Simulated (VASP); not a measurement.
# Be24Cl in VASP: further runs

The runs below take Be24Cl through single point, with PBE.

Everything below comes from runs of VASP 6.6.1. Logs are shortened: lines on timing, memory, paths and dates and some standing lists are left out, and cuts for length are marked.

**1. The cell of the first run**

The cell holds a slab with vacuum, 25 atoms: a = 4.525 Å, b = 7.134 Å, c = 19.869 Å, α = 90.00°, β = 90.00°, γ = 90.00°.

**2. Single point, PBE**

INCAR reads:

```
SYSTEM = Be24Cl
PREC = Accurate
ENCUT = 520
EDIFF = 1E-7
ISMEAR = 0
SIGMA = 0.1
LREAL = Auto
LASPH = .True.
NELM = 100
ALGO = Normal
ISIF = 2
LWAVE = .False.
LCHARG = .False.
LDIPOL = .True.
IDIPOL = 3
DIPOL = 0.5 0.5 0.322
GGA = PE
NBANDS = 46
```

KPOINTS reads:

```
regular mesh
0
Gamma
  6 4 1
  0 0 0
```

POSCAR reads:

```
Be24Cl
1.0
    4.5254381414      0.0000000000      0.0000000000
    0.0000000000      7.1336190818      0.0000000000
    0.0000000000      0.0000000000     19.8685529777
Be Cl
24 1
Direct
    0.0000000000      0.3750000000      0.2013231665
    0.0000000000      0.8750000000      0.2013231665
    0.5000000000      0.3750000000      0.2013231665
    0.5000000000      0.8750000000      0.2013231665
    0.2500000000      0.1250000000      0.2341987732
    0.2500000000      0.6250000000      0.2341987732
    0.7500000000      0.1250000000      0.2341987732
    0.7500000000      0.6250000000      0.2341987732
    0.2500000000      0.3750000000      0.2999499865
    0.2500000000      0.8750000000      0.2999499865
    0.7500000000      0.3750000000      0.2999499865
    0.7500000000      0.8750000000      0.2999499865
    0.0000000000      0.1250000000      0.3268353583
    0.0000000000      0.6250000000      0.3268353583
    0.5000000000      0.1250000000      0.3268353583
    0.5000000000      0.6250000000      0.3268353583
    0.0000000000      0.3750000000      0.3993099146
    0.0000000000      0.8750000000      0.3993099146
    0.5000000000      0.3750000000      0.3993099146
    0.5000000000      0.8750000000      0.3993099146
    0.2500000000      0.1250000000      0.4211958962
    0.2500000000      0.6250000000      0.4211958962
    0.7500000000      0.1250000000      0.4211958962
    0.7500000000      0.6250000000      0.4211958962
    0.4166666667      0.3750000000      0.5117568427
```

Potentials or basis: VASP PAW PBE potentials, release 64 (Be, Cl).

Command:

```
> cat potpaw_PBE.64/Be/POTCAR potpaw_PBE.64/Cl/POTCAR > POTCAR
> mpirun -np 1 vasp_std > vasp.out
```

OUTCAR:

```text
SYSTEM = Be24Cl
   PREC = Accurate
   ENCUT = 520
   EDIFF = 1E-7
   ISMEAR = 0
   LREAL = Auto
   LASPH = .True.
   NELM = 100
   ISIF = 2
   GGA = PE

 ion  position               nearest neighbor table
   1  0.000  0.375  0.201-   5 2.21   6 2.21   7 2.21   8 2.21   3 2.26   3 2.26  11 2.26   9 2.26

   2  0.000  0.875  0.201-   5 2.21   6 2.21   7 2.21   8 2.21   4 2.26   4 2.26  12 2.26  10 2.26

   3  0.500  0.375  0.201-   5 2.21   6 2.21   7 2.21   8 2.21   1 2.26   1 2.26  11 2.26   9 2.26
[... 39 lines left out ...]
  23  0.750  0.125  0.421-  17 2.16  18 2.16  19 2.16  20 2.16  13 2.19  15 2.19  21 2.26  21 2.26

  24  0.750  0.625  0.421-  17 2.16  18 2.16  19 2.16  20 2.16  14 2.19  16 2.19  22 2.26  22 2.26

  25  0.417  0.375  0.512-  19 2.27

  LATTYP: Found a simple orthorhombic cell.
 ALAT       =     4.5254381414
 B/A-ratio  =     1.5763377730
 C/A-ratio  =     4.3904153271

  Lattice vectors:

 A1 = (   4.5254381414,   0.0000000000,   0.0000000000)
 A2 = (   0.0000000000,   7.1336190818,   0.0000000000)
 A3 = (   0.0000000000,   0.0000000000,  19.8685529777)

Analysis of symmetry for initial positions (statically):
=====================================================================
 Subroutine PRICEL returns:
 Original cell was already a primitive cell.

 Routine SETGRP: Setting up the symmetry group for a
 simple orthorhombic supercell.

 Subroutine GETGRP returns: Found  2 space group operations
 (whereof  1 operations were pure point group operations)
 out of a pool of  8 trial point group operations.

The static configuration has the point symmetry C_1 .
 The point group associated with its full space group is C_1h.

Analysis of symmetry for dynamics (positions and initial velocities):
=====================================================================
 Subroutine PRICEL returns:
 Original cell was already a primitive cell.

 Routine SETGRP: Setting up the symmetry group for a
 simple orthorhombic supercell.

 Subroutine GETGRP returns: Found  2 space group operations
 (whereof  1 operations were pure point group operations)
 out of a pool of  8 trial point group operations.

The dynamic configuration has the point symmetry C_1 .
 The point group associated with its full space group is C_1h.

 Subroutine INISYM returns: Found  2 space group operations
 (whereof  1 operations are pure point group operations),
 and found     1 'primitive' translations

----------------------------------------------------------------------------------------

[... 141 lines left out ...]
   EFERMI_NEDOS =   21; number of points for ismear=-14 and -15
   IALGO  =     38    algorithm
   IMIX   =      4    mixing-type and parameters
     AMIX     =   0.40;   BMIX     =  1.00
     AMIX_MAG =   1.60;   BMIX_MAG =  1.00
  volume/ion in A,a.u.               =      25.66       173.14
  Fermi-wavevector in a.u.,A,eV,Ry     =   0.721911  1.364213  7.090745  0.521155
  Thomas-Fermi vector in A             =   1.811739
   LORBIT       =      0    0 simple, 1 ext, 2 COOP (PROOUT), +10 PAW based schemes
   GGA     = PE    functional components
   LHFCALC =     F    Hartree Fock is set to
   AEXX    =    0.0000 exact exchange contribution
   IVDW    =     0    specifies the selected vdW correction
   LEPSILON=     F    determine dielectric tensor
   LRPA    =     F    only Hartree local field effects (RPA)
 non-spin polarized calculation
 Gauss-broadening in eV      SIGMA  =   0.10
  energy-cutoff  :      520.00
  volume of cell :      641.41
 maximum number of plane-waves:     17327
 NGX is ok and might be reduce to    36
   NGX = 17   NGY = 27   NGZ = 73

 dipolmoment           0.000000      0.000000     -0.163600 electrons x Angstroem

 number of electron      55.0000002 magnetization

 dipolmoment           0.000000      0.000000      0.134887 electrons x Angstroem

 Free energy of the ion-electron system (eV)
  ---------------------------------------------------
  ext. energy  EPLUGINS =         0.00000000
  ---------------------------------------------------
  free energy    TOTEN  =       -85.61472794 eV

  energy without entropy =      -85.59210086  energy(sigma->0) =      -85.60341440

 E-fermi :  -1.1025     XC(G=0):  -4.4101

 val. band max:       -1.1468365761   @ k =   0.1667   0.2500   0.0000
 cond. band min:      -1.0838372833   @ k =   0.5000   0.5000   0.0000
 fundamental gap:      0.0629992928
 Fermi energy:        -1.1024615250

 k-point     1 :       0.0000    0.0000    0.0000
  band No.  band energies     occupation
      1     -16.5841      2.00000
      2     -11.4191      2.00000
      3      -9.3734      2.00000
      4      -9.3290      2.00000
      5      -9.2426      2.00000
      6      -7.3291      2.00000
[... 493 lines left out ...]
     38       3.2871      0.00000
     39       3.3245      0.00000
 [bands above 39 left out]

------------------------ aborting loop because EDIFF is reached ----------------------------------------

 vacuum level on the upper side and lower side of the slab       (xc-potential included)         0.311        -0.408

  FORCE on cell =-STRESS in cart. coord.  units (eV):
  Direction    XX          YY          ZZ          XY          YZ          ZX
  --------------------------------------------------------------------------------------
  -------------------------------------------------------------------------------------
  Total        2.3049057     -4.5044911     -1.2508254      0.0000000      0.0000000     -0.2627507
  in kB        5.7574074    -11.2517358     -3.1244278      0.0000000      0.0000000     -0.6563231
  external PRESSURE =      -2.8729187 kB  Pullay stress =       0.0000000 kB

 VOLUME and BASIS-vectors are now :
 -----------------------------------------------------------------------------
  energy-cutoff  :      520.00
  volume of cell :      641.41
      direct lattice vectors                 reciprocal lattice vectors
     4.525438141  0.000000000  0.000000000     0.220973079  0.000000000  0.000000000
     0.000000000  7.133619082  0.000000000     0.000000000  0.140181300  0.000000000
     0.000000000  0.000000000 19.868552978     0.000000000  0.000000000  0.050330792

 POSITION                                       TOTAL-FORCE (eV/Angst)
 -----------------------------------------------------------------------------------
      0.00000      2.67511      4.00000         0.036654      0.000000      0.505797
      0.00000      6.24192      4.00000        -0.089898      0.000000      0.580879
      2.26272      2.67511      4.00000        -0.030614      0.000000      0.537713
      2.26272      6.24192      4.00000         0.083017      0.000000      0.468380
      1.13136      0.89170      4.65319        -0.012944      0.044608     -0.627401
      1.13136      4.45851      4.65319        -0.012944     -0.044608     -0.627401
[... 17 lines left out ...]
      3.39408      4.45851      8.36855         0.225088      0.118207     -0.180997
      1.88560      2.67511     10.16787        -0.152343      0.000000     -0.009081
 -----------------------------------------------------------------------------------
    total drift:                                0.000003      0.000000      0.001964

  FREE ENERGIE OF THE ION-ELECTRON SYSTEM (eV)
  ---------------------------------------------------
  free  energy   TOTEN  =       -85.6147279429 eV

  energy  without entropy=      -85.5921008609  energy(sigma->0) =      -85.60341440

 vacuum level on the upper side and lower side of the slab         4.055         3.318
```

OSZICAR:

```text
N       E                     dE             d eps       ncg     rms          rms(c)
DAV:   1     0.239854556030E+03    0.23985E+03   -0.18315E+04  1104   0.882E+02
DAV:   2    -0.675603735538E+02   -0.30741E+03   -0.29519E+03  1564   0.182E+02
DAV:   3    -0.924761657602E+02   -0.24916E+02   -0.23849E+02  1332   0.480E+01
[... 22 lines left out ...]
DAV:  26    -0.856147258462E+02   -0.49908E-05   -0.36308E-07  1196   0.120E-03    0.476E-04
DAV:  27    -0.856147274244E+02   -0.15783E-05   -0.11836E-07  1114   0.760E-04    0.307E-04
DAV:  28    -0.856147278060E+02   -0.38159E-06   -0.23655E-08  1032   0.401E-04    0.284E-04
DAV:  29    -0.856147279204E+02   -0.11433E-06   -0.59154E-09   936   0.204E-04    0.203E-04
DAV:  30    -0.856147279429E+02   -0.22532E-07   -0.16626E-09   976   0.122E-04
   1 F= -.85614728E+02 E0= -.85603414E+02  d E =-.226271E-01
```

stdout:

```text
POSCAR found type information on POSCAR BeCl
 POSCAR found :  2 types and      25 ions
 scaLAPACK will be used
 LDA part: xc-table for (Slater+PW92), standard interpolation
 POSCAR, INCAR and KPOINTS ok, starting setup
 FFT: planning ... GRIDC
 FFT: planning ... GRID_SOFT
 FFT: planning ... GRID
 WAVECAR not read
 entering main loop
```

It took 16 min on 1 thread of AMD EPYC 7R13 (Zen 3), shared host; peak memory 0.68 GiB.

Results:

```
Free energy            : -85.6147 eV
Largest force          : 0.880 eV/Å
Band gap on the k mesh : zero (an odd number of electrons rules out a gap without spin polarisation)
```

Forces on the atoms (eV/Å):
```
Be   0.037  0.000  0.506
Be  -0.090  0.000  0.581
Be  -0.031  0.000  0.538
Be   0.083  0.000  0.468
Be  -0.013  0.045 -0.627
Be  -0.013 -0.045 -0.627
Be   0.001 -0.049 -0.734
Be   0.001  0.049 -0.734
Be  -0.163  0.000  0.209
Be  -0.039  0.000  0.150
Be   0.157  0.000 -0.030
Be   0.061  0.000  0.227
Be   0.026  0.024 -0.036
Be   0.026 -0.024 -0.036
Be   0.003  0.032  0.322
Be   0.003 -0.032  0.322
Be  -0.377  0.000 -0.795
Be  -0.028  0.000  0.011
Be   0.239  0.000  0.325
Be  -0.001  0.000 -0.066
Be  -0.091 -0.169  0.198
Be  -0.091  0.169  0.198
Be   0.225 -0.118 -0.181
Be   0.225  0.118 -0.181
Cl  -0.152  0.000 -0.009
```

Levels at points of the mesh, in eV from the Fermi level:
```tsv
k point	band 24	band 25	band 26	band 27	band 28	band 29	band 30	band 31
(0.00, 0.00, 0.00)	-2.16	-1.17	-1.01	-0.09	0.10	0.41	0.70	1.14
(0.50, 0.00, 0.00)	-1.36	-0.65	0.09	0.69	0.71	1.31	1.40	1.42
(0.00, 0.50, 0.00)	-1.20	-1.12	-0.91	-0.91	-0.44	0.11	0.29	1.36
(0.50, 0.50, 0.00)	-1.50	-0.51	-0.37	0.02	0.36	0.42	0.43	0.63
```

**3. Single point, PBE**

INCAR reads:

```
PREC = Accurate ; ENCUT = 520
EDIFF = 1E-6 ; ISMEAR = 0
SIGMA = 0.1 ; LREAL = Auto
LASPH = T ; NELM = 80
ALGO = Normal ; ISIF = 2
LWAVE = F ; LCHARG = F
LDIPOL = T ; IDIPOL = 3
DIPOL = 0.5 0.5 0.322 ; GGA = PE
NBANDS = 46
```

KPOINTS reads:

```
regular mesh
0
Gamma
  6 4 1
```

Changes to POSCAR since step 2:

```diff
@@ -32,2 +32,2 @@
     0.7500000000      0.6250000000      0.4211958962
-    0.4166666667      0.3750000000      0.5117568427
+    0.5000000000      0.2500000000      0.5062678751
```

Potentials or basis: VASP PAW PBE potentials, release 64 (Be, Cl).

Command:

```
> cat potpaw_PBE.64/Be/POTCAR potpaw_PBE.64/Cl/POTCAR > POTCAR
> mpirun -np 1 vasp_std > vasp.out
```

OUTCAR:

```text
PREC = Accurate
   ENCUT = 520
   EDIFF = 1E-6
   ISMEAR = 0
   LREAL = Auto
   LASPH = T
   NELM = 80
   ISIF = 2
   GGA = PE

 ion  position               nearest neighbor table
   1  0.000  0.375  0.201-   5 2.21   6 2.21   7 2.21   8 2.21   3 2.26   3 2.26  11 2.26   9 2.26

   2  0.000  0.875  0.201-   5 2.21   6 2.21   7 2.21   8 2.21   4 2.26   4 2.26  12 2.26  10 2.26

   3  0.500  0.375  0.201-   5 2.21   6 2.21   7 2.21   8 2.21   1 2.26   1 2.26  11 2.26   9 2.26
[... 39 lines left out ...]
  23  0.750  0.125  0.421-  17 2.16  18 2.16  19 2.16  20 2.16  13 2.19  15 2.19  25 2.22  21 2.26
                            21 2.26
  24  0.750  0.625  0.421-  17 2.16  18 2.16  19 2.16  20 2.16  14 2.19  16 2.19  22 2.26  22 2.26

  25  0.500  0.250  0.506-  21 2.22  23 2.22  19 2.30

  LATTYP: Found a simple orthorhombic cell.
 ALAT       =     4.5254381414
 B/A-ratio  =     1.5763377730
 C/A-ratio  =     4.3904153271

  Lattice vectors:

 A1 = (   4.5254381414,   0.0000000000,   0.0000000000)
 A2 = (   0.0000000000,   7.1336190818,   0.0000000000)
 A3 = (   0.0000000000,   0.0000000000,  19.8685529777)

Analysis of symmetry for initial positions (statically):
=====================================================================
 Subroutine PRICEL returns:
 Original cell was already a primitive cell.

 Routine SETGRP: Setting up the symmetry group for a
 simple orthorhombic supercell.

 Subroutine GETGRP returns: Found  2 space group operations
 (whereof  2 operations were pure point group operations)
 out of a pool of  8 trial point group operations.

The static configuration has the point symmetry C_1h.

Analysis of symmetry for dynamics (positions and initial velocities):
=====================================================================
 Subroutine PRICEL returns:
 Original cell was already a primitive cell.

 Routine SETGRP: Setting up the symmetry group for a
 simple orthorhombic supercell.
[... 168 lines left out ...]
   LRPA    =     F    only Hartree local field effects (RPA)
 non-spin polarized calculation
 Gauss-broadening in eV      SIGMA  =   0.10
  energy-cutoff  :      520.00
  volume of cell :      641.41
 maximum number of plane-waves:     17327
 NGX is ok and might be reduce to    36
   NGX = 17   NGY = 27   NGZ = 73

 dipolmoment           0.000000      0.000000     -0.117134 electrons x Angstroem

 number of electron      54.9999999 magnetization

 dipolmoment           0.000000      0.000000      0.086421 electrons x Angstroem

 Free energy of the ion-electron system (eV)
  ---------------------------------------------------
  ext. energy  EPLUGINS =         0.00000000
  ---------------------------------------------------
  free energy    TOTEN  =       -86.30643918 eV

  energy without entropy =      -86.28447899  energy(sigma->0) =      -86.29545909

 E-fermi :  -0.9313     XC(G=0):  -4.3831

 val. band max:       -0.9581438007   @ k =   0.0000   0.0000   0.0000
 cond. band min:      -0.8825866057   @ k =   0.1667   0.2500   0.0000
 fundamental gap:      0.0755571949
 Fermi energy:        -0.9313156701

 k-point     1 :       0.0000    0.0000    0.0000
  band No.  band energies     occupation
      1     -17.2518      2.00000
      2     -11.2522      2.00000
      3      -9.2616      2.00000
      4      -9.1284      2.00000
      5      -9.0864      2.00000
      6      -7.4050      2.00000
[... 493 lines left out ...]
     38       3.4566      0.00000
     39       3.5109      0.00000
 [bands above 39 left out]

------------------------ aborting loop because EDIFF is reached ----------------------------------------

 vacuum level on the upper side and lower side of the slab       (xc-potential included)         0.230        -0.241

  FORCE on cell =-STRESS in cart. coord.  units (eV):
  Direction    XX          YY          ZZ          XY          YZ          ZX
  --------------------------------------------------------------------------------------
  -------------------------------------------------------------------------------------
  Total        1.2171388     -3.5149414     -0.5680317      0.0000000     -2.2942857      0.0000000
  in kB        3.0402821     -8.7799468     -1.4188823      0.0000000     -5.7308798      0.0000000
  external PRESSURE =      -2.3861823 kB  Pullay stress =       0.0000000 kB

 VOLUME and BASIS-vectors are now :
 -----------------------------------------------------------------------------
  energy-cutoff  :      520.00
  volume of cell :      641.41
      direct lattice vectors                 reciprocal lattice vectors
     4.525438141  0.000000000  0.000000000     0.220973079  0.000000000  0.000000000
     0.000000000  7.133619082  0.000000000     0.000000000  0.140181300  0.000000000
     0.000000000  0.000000000 19.868552978     0.000000000  0.000000000  0.050330792

 POSITION                                       TOTAL-FORCE (eV/Angst)
 -----------------------------------------------------------------------------------
      0.00000      2.67511      4.00000         0.000000     -0.054828      0.521852
      0.00000      6.24192      4.00000         0.000000      0.030342      0.536663
      2.26272      2.67511      4.00000         0.000000      0.043042      0.574429
      2.26272      6.24192      4.00000         0.000000     -0.195802      0.523130
      1.13136      0.89170      4.65319        -0.029230      0.065891     -0.647299
      1.13136      4.45851      4.65319        -0.001493      0.044164     -0.736230
[... 17 lines left out ...]
      3.39408      4.45851      8.36855         0.207521      0.098952     -0.102350
      2.26272      1.78340     10.05881         0.000000     -0.933663     -0.018376
 -----------------------------------------------------------------------------------
    total drift:                                0.000000      0.000041      0.000977

  FREE ENERGIE OF THE ION-ELECTRON SYSTEM (eV)
  ---------------------------------------------------
  free  energy   TOTEN  =       -86.3064391786 eV

  energy  without entropy=      -86.2844789920  energy(sigma->0) =      -86.29545909

 vacuum level on the upper side and lower side of the slab         3.862         3.383
```

stdout:

```text
POSCAR found type information on POSCAR BeCl
 POSCAR found :  2 types and      25 ions
 scaLAPACK will be used
 LDA part: xc-table for (Slater+PW92), standard interpolation
 POSCAR, INCAR and KPOINTS ok, starting setup
 FFT: planning ... GRIDC
 FFT: planning ... GRID_SOFT
 FFT: planning ... GRID
 WAVECAR not read
 entering main loop
```

It took 18 min on 1 thread of Oxide Virtual Turin-like, shared host; peak memory 0.67 GiB.

Results:

```yaml
Free_energy: -86.3064 eV
Largest_force: 0.966 eV/Å
Band_gap_on_the_k_mesh: zero (an odd number of electrons rules out a gap without spin polarisation)
```

Forces in eV/Å, atoms in the order of the input:
```
Be   0.000 -0.055  0.522
Be   0.000  0.030  0.537
Be   0.000  0.043  0.574
Be   0.000 -0.196  0.523
Be  -0.029  0.066 -0.647
Be  -0.001  0.044 -0.736
Be   0.029  0.066 -0.647
Be   0.001  0.044 -0.736
Be  -0.145  0.062  0.160
Be  -0.051 -0.071  0.078
Be   0.145  0.062  0.160
Be   0.051 -0.071  0.078
Be   0.000  0.049  0.090
Be   0.000  0.048 -0.065
Be   0.000 -0.015  0.372
Be   0.000  0.170 -0.023
Be   0.000  0.573 -0.778
Be   0.000 -0.153 -0.066
Be   0.000  0.396  0.117
Be   0.000 -0.254 -0.347
Be   0.135 -0.051  0.528
Be  -0.208  0.099 -0.102
Be  -0.135 -0.051  0.528
Be   0.208  0.099 -0.102
Cl   0.000 -0.934 -0.018
```

Levels at points of the mesh, in eV from the Fermi level:
| k point | band 23 | band 24 | band 25 | band 26 | band 27 | band 28 | band 29 | band 30 | band 31 | band 32 |
| --- | --- | --- | --- | --- | --- | --- | --- | --- | --- | --- |
| (0.00, 0.00, 0.00) | -2.33 | -2.27 | -1.46 | -0.94 | -0.07 | -0.03 | 0.22 | 0.79 | 1.50 | 1.79 |
| (0.50, 0.00, 0.00) | -1.53 | -1.25 | -0.74 | -0.13 | 0.73 | 0.73 | 1.31 | 1.40 | 1.42 | 1.56 |
| (0.00, 0.50, 0.00) | -1.97 | -1.17 | -1.14 | -1.02 | -0.92 | -0.70 | 0.10 | 0.41 | 1.31 | 2.18 |
| (0.50, 0.50, 0.00) | -1.82 | -1.57 | -0.54 | -0.33 | -0.05 | 0.23 | 0.40 | 0.51 | 0.52 | 1.33 |

(Continued in part 2 of 2.)

The gap in the log of VASP goes by the Fermi energy; the results here count the filled bands.